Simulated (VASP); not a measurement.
# Ag (C2/c) in VASP: single point with BLYP

Aim: the single point of Ag with BLYP.

All numbers are computed with VASP 6.6.1; they aren't measurements. Logs are shortened: lines on timing, memory, paths and dates and some standing lists are left out, and cuts for length are marked.

### Step 1. The cell of the first run

It takes space group C2/c (No. 15, monoclinic). The conventional cell has a = 3.027 Å, b = 9.762 Å, c = 3.073 Å, α = 90.00°, β = 90.69°, γ = 90.00°. Within 4.0 Å of Ag (site symmetry 2) lie 10 Ag at 3.03 to 3.14 Å.

### Step 2. Single point, BLYP (volume scaled by 1.12)

Input file INCAR:

```
PREC = Accurate
ENCUT = 500
EDIFF = 1E-6
ISMEAR = -1
SIGMA = 0.1
LREAL = False
LASPH = True
NELM = 120
ALGO = Normal
ISIF = 2
LWAVE = False
LCHARG = False
GGA = B5
ALDAX = 1.0
AGGAX = 1.0
AGGAC = 1.0
ALDAC = 0.0
NBANDS = 18
GGA_COMPAT = False
```

Input file KPOINTS:

```
Automatic mesh
0
Gamma
  13 13 12
```

Input file POSCAR:

```
Ag
1.0
   -3.2302560482      3.6723071457      1.4806878860
    3.6723071457     -3.2302560482      1.4806878860
    2.1204701759      2.1204701759     -0.6710704912
Ag
2
Direct
    0.0090746127      0.9909253873      1.0000000000
    0.7409253873      0.2590746127      0.5000000000
```

Potentials or basis: VASP PAW PBE potentials, release 64 (Ag).

On the command line:

```bash
> cat potpaw_PBE.64/Ag/POTCAR > POTCAR
> mpirun -np 1 vasp_std > vasp.out
```

OUTCAR:

```text
PREC = Accurate
   ENCUT = 500
   EDIFF = 1E-6
   ISMEAR = -1
   LREAL = False
   LASPH = True
   NELM = 120
   ISIF = 2
   GGA = B5

 ion  position               nearest neighbor table
   1  0.009  0.991  0.000-   2 3.04   2 3.04   2 3.12   2 3.12   2 3.14   2 3.14
   2  0.741  0.259  0.500-   1 3.04   1 3.04   1 3.12   1 3.12   1 3.14   1 3.14

  LATTYP: Found a base centered monoclinic cell.
 ALAT       =     3.0266424977
 B/A-ratio  =     3.2252565315
 C/A-ratio  =     1.0153054108
 COS(beta)  =    -0.0121043252

  Lattice vectors:

 A1 = (  -3.2302560482,   3.6723071457,   1.4806878860)
 A2 = (   3.6723071457,  -3.2302560482,   1.4806878860)
 A3 = (   2.1204701759,   2.1204701759,  -0.6710704912)

Analysis of symmetry for initial positions (statically):
=====================================================================
 Subroutine PRICEL returns:
 Original cell was already a primitive cell.

 Routine SETGRP: Setting up the symmetry group for a
 base centered monoclinic supercell.

 Subroutine GETGRP returns: Found  4 space group operations
 (whereof  2 operations were pure point group operations)
 out of a pool of  4 trial point group operations.

The static configuration has the point symmetry C_2 .
 The point group associated with its full space group is C_2h.

Analysis of symmetry for dynamics (positions and initial velocities):
=====================================================================
 Subroutine PRICEL returns:
 Original cell was already a primitive cell.

 Routine SETGRP: Setting up the symmetry group for a
 base centered monoclinic supercell.

 Subroutine GETGRP returns: Found  4 space group operations
 (whereof  2 operations were pure point group operations)
 out of a pool of  4 trial point group operations.

The dynamic configuration has the point symmetry C_2 .
 The point group associated with its full space group is C_2h.

 Subroutine INISYM returns: Found  4 space group operations
 (whereof  2 operations are pure point group operations),
 and found     1 'primitive' translations

----------------------------------------------------------------------------------------

                                     Primitive cell

[... 82 lines left out ...]
   ISTART =      0    job   : 0-new  1-cont  2-samecut
   ICHARG =      2    charge: 1-file 2-atom 10-const
   ISPIN  =      1    spin polarized calculation?
   LNONCOLLINEAR =      F non collinear calculations
   LSORBIT =      F    spin-orbit coupling
   LASPH  =      T    aspherical Exc in radial PAW
   ENCUT  =  500.0 eV  36.75 Ry    6.06 a.u.   9.32  9.32  5.60*2*pi/ulx,y,z
   NELM   =    120;   NELMIN=  2; NELMDL= -5     # of ELM steps
   EDIFF  = 0.1E-05   stopping-criterion for ELM
   LREAL  =      F    real-space projection
   EDIFFG = 0.1E-04   stopping-criterion for IOM
   NSW    =      0    number of steps for IOM
   IBRION =     -1    ionic relax: 0-MD 1-quasi-New 2-CG
   NFREE  =      0    steps in history (QN), initial steepest desc. (CG)
   ISIF   =      2    stress and relaxation
   ISYM   =      2    0-nonsym 1-usesym 2-fastsym
   POTIM  = 0.5000    time-step for ionic-motion
   TEBEG  =    0.0;   TEEND  =   0.0 temperature during run
   PSTRESS=    0.0 pullay stress
   NELECT =      22.0000    total number of electrons
   NUPDOWN=      -1.0000    fix difference up-down
   EMIN   =  10.00;   EMAX   =-10.00  energy-range for DOS
   EFERMI =   0.00;   METHOD = LEGACY
   ISMEAR =    -1;   SIGMA  =   0.10  broadening in eV -4-tet -1-fermi 0-gaus
   EFERMI_NEDOS =   21; number of points for ismear=-14 and -15
   IALGO  =     38    algorithm
   IMIX   =      4    mixing-type and parameters
     AMIX     =   0.40;   BMIX     =  1.00
     AMIX_MAG =   1.60;   BMIX_MAG =  1.00
  volume/ion in A,a.u.               =      22.70       153.16
  Fermi-wavevector in a.u.,A,eV,Ry     =   1.285942  2.430079 22.499248  1.653648
  Thomas-Fermi vector in A             =   2.418047
   LORBIT       =      0    0 simple, 1 ext, 2 COOP (PROOUT), +10 PAW based schemes
   GGA     = B5    functional components
   LHFCALC =     F    Hartree Fock is set to
   AEXX    =    0.0000 exact exchange contribution
   IVDW    =     0    specifies the selected vdW correction
   LEPSILON=     F    determine dielectric tensor
   LRPA    =     F    only Hartree local field effects (RPA)
 non-spin polarized calculation
  energy-cutoff  :      500.00
  volume of cell :       45.39
 maximum number of plane-waves:      1170
 NGX is ok and might be reduce to    40
   NGX = 19   NGY = 19   NGZ = 11

 number of electron      21.9999997 magnetization

 Free energy of the ion-electron system (eV)
  ---------------------------------------------------
  ext. energy  EPLUGINS =         0.00000000
  ---------------------------------------------------
  free energy    TOTEN  =        -4.00003341 eV

  energy without entropy =       -3.98024503  energy(sigma->0) =       -3.99013922

 E-fermi :   5.5687     XC(G=0): -10.0123

 val. band max:        5.5646158194   @ k =  -0.1538  -0.3846   0.0833
 cond. band min:       5.5712570532   @ k =  -0.3077   0.2308   0.5000
 fundamental gap:      0.0066412339
 Fermi energy:         5.5686901727

 k-point     1 :       0.0000    0.0000    0.0000
  band No.  band energies     occupation
      1      -0.3972      2.00000
      2       0.3729      2.00000
      3       0.6470      2.00000
      4       0.8792      2.00000
      5       1.3667      2.00000
      6       1.6433      2.00000
[... 481 lines left out ...]
      5       1.5876      2.00000
      6       1.7410      2.00000
[... 10 lines left out ...]
     17      20.0667      0.00000
     18      21.0902      0.00000

 [... further k-points ...]

------------------------ aborting loop because EDIFF is reached ----------------------------------------

  FORCE on cell =-STRESS in cart. coord.  units (eV):
  Direction    XX          YY          ZZ          XY          YZ          ZX
  --------------------------------------------------------------------------------------
  -------------------------------------------------------------------------------------
  Total       -1.4629006     -1.4629006     -1.3062207      0.0360438      0.0262824      0.0262823
  in kB      -51.6348444    -51.6348444    -46.1046387      1.2722086      0.9276674      0.9276663
  external PRESSURE =     -49.7914425 kB  Pullay stress =       0.0000000 kB

 VOLUME and BASIS-vectors are now :
 -----------------------------------------------------------------------------
  energy-cutoff  :      500.00
  volume of cell :       45.39
      direct lattice vectors                 reciprocal lattice vectors
    -3.230256048  3.672307146  1.480687886    -0.021413857  0.123459862  0.322448256
     3.672307146 -3.230256048  1.480687886     0.123459862 -0.021413857  0.322448256
     2.120470176  2.120470176 -0.671070491     0.225160076  0.225160076 -0.067220283

 POSITION                                       TOTAL-FORCE (eV/Angst)
 -----------------------------------------------------------------------------------
      3.60967     -3.16762      1.48069        -0.047295      0.047295      0.000000
     -0.38174      2.94426      1.14515         0.047295     -0.047295     -0.000000
 -----------------------------------------------------------------------------------
    total drift:                                0.000000      0.000000     -0.000000

  FREE ENERGIE OF THE ION-ELECTRON SYSTEM (eV)
  ---------------------------------------------------
  free  energy   TOTEN  =        -4.0000334113 eV

  energy  without entropy=       -3.9802450277  energy(sigma->0) =       -3.99013922
```

stdout:

```text
POSCAR found type information on POSCAR Ag
 POSCAR found :  1 types and       2 ions
 scaLAPACK will be used
 -----------------------------------------------------------------------------
|                                                                             |
|                                                                             |
|     You enforced a specific xc type in the INCAR file but a different       |
|     I HOPE YOU KNOW WHAT YOU ARE DOING!                                     |
|                                                                             |
 -----------------------------------------------------------------------------

 LDA part: xc-table for (Slater(with rela. corr.)+VWN5), standard interpolation
 POSCAR, INCAR and KPOINTS ok, starting setup
 FFT: planning ... GRIDC
 FFT: planning ... GRID_SOFT
 FFT: planning ... GRID
 WAVECAR not read
 entering main loop
```

Run time: 9.1 min. Hardware: 1 thread of AMD EPYC 7R13, shared host; peak memory 0.43 GiB.

What came out:

| Item | Value |
| --- | --- |
| Free energy | -4.0000 eV |
| Pressure | -5.0 GPa |
| Largest force | 0.067 eV/Å |
| Band gap on the k mesh | zero (band 11 reaches 8.83 eV, above the bottom of band 12 at 2.60 eV) |

Forces in eV/Å, atoms in the order of the input:
```
Ag  -0.047  0.047  0.000
Ag   0.047 -0.047  0.000
```

Levels at points of the mesh, in eV from the Fermi level:
```tsv
k point	band 9	band 10	band 11	band 12	band 13	band 14
(0.00, 0.00, 0.00)	-3.26	-3.13	-2.85	0.99	3.16	10.19
(0.00, 0.00, 0.50)	-3.12	-3.12	-0.38	-0.38	6.06	6.06
```

Caveat: the PAW data sets were made with another functional, which shifts forces and pressure a little.
